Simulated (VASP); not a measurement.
Ru:

```xyz
1
Lattice="0.0000 1.8924 1.8924 1.8924 0.0000 1.8924 1.8924 1.8924 0.0000" Properties=species:S:1:pos:R:3 pbc="T T T"
Ru    0.0000    0.0000    0.0000
```

This isn't the form of Ru at room conditions, which is hcp.

```yaml
Program: VASP 6.6.1
Task: relaxation of cell and atoms
Functional: PBE
Potentials_or_basis: VASP PAW PBE potentials, release 64 (Ru_pv)
Cutoff: 600 eV
k_mesh: 14 × 14 × 14
Occupations: fermi-dirac, width 0.05 eV
Spin: collinear spin, ferromagnetic start
Starting_moments: "[1.0] μB"
```

At the start: pressure 6.2 GPa; volume 13.55 Å³/atom.

**Question.** How do energy, volume and symmetry change on relaxing?

**Answer.** Over 3 steps the energy falls by 5.6 meV/atom and the volume is 13.84 Å³/atom (+2.1 %); space group Fm-3m (No. 225, to 0.1 Å) before and after; moment 0.00 μB per cell.

Step by step:
```
step  energy change (eV)  largest force (eV/Å)  pressure (GPa)  volume (Å³)
   1              0.0000                0.0000            6.20        13.55
   2              0.0319                0.0000          -14.69        14.61
   3             -0.0056                0.0000           -0.08        13.84
```

Final structure:
```
Ru
1.0
     0.00000    1.90552    1.90552
     1.90552    0.00000    1.90552
     1.90552    1.90552    0.00000
Ru
1
Direct
  0.00000 0.00000 0.00000
```
